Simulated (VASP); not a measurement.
Here is a VASP 6.6.1 calculation.

File INCAR:

```
PREC = Accurate
ENCUT = 520
EDIFF = 1E-6
ISMEAR = -1
SIGMA = 0.05
LREAL = F
LASPH = T
NELM = 100
ALGO = Normal
ISIF = 2
LWAVE = F
LCHARG = F
GGA = RE
NBANDS = 11
```

The input KPOINTS:

```
Automatic mesh
0
Gamma
  10 10 8
```

POSCAR

```
MgB2
1.0
    3.0642946782      0.0000000000      0.0000000000
   -1.5321473391      2.6537570360      0.0000000000
    0.0000000000      0.0000000000      3.4993549923
Mg B
1 2
Direct
    0.0000000000      0.0000000000      0.0000000000
    0.6666666667      0.3333333333      0.5000000000
    0.3333333333      0.6666666667      0.5000000000
```

Potentials or basis: VASP PAW PBE potentials, release 64 (Mg, B).

Command:

```console
$ cat potpaw_PBE.64/Mg/POTCAR potpaw_PBE.64/B/POTCAR > POTCAR
$ mpirun -np 1 vasp_std > vasp.out
```

Estimate the pressure.

4.6 GPa.

Estimate the band gap on the k mesh.

zero (band 4 reaches 6.63 eV, above the bottom of band 5 at 4.14 eV).

Stress tensor (GPa, compression positive):
```
5.18 0.00 0.00
0.00 5.18 0.00
0.00 0.00 3.49
```

Caveat: the PAW data sets were made with another functional, which shifts forces and pressure a little.
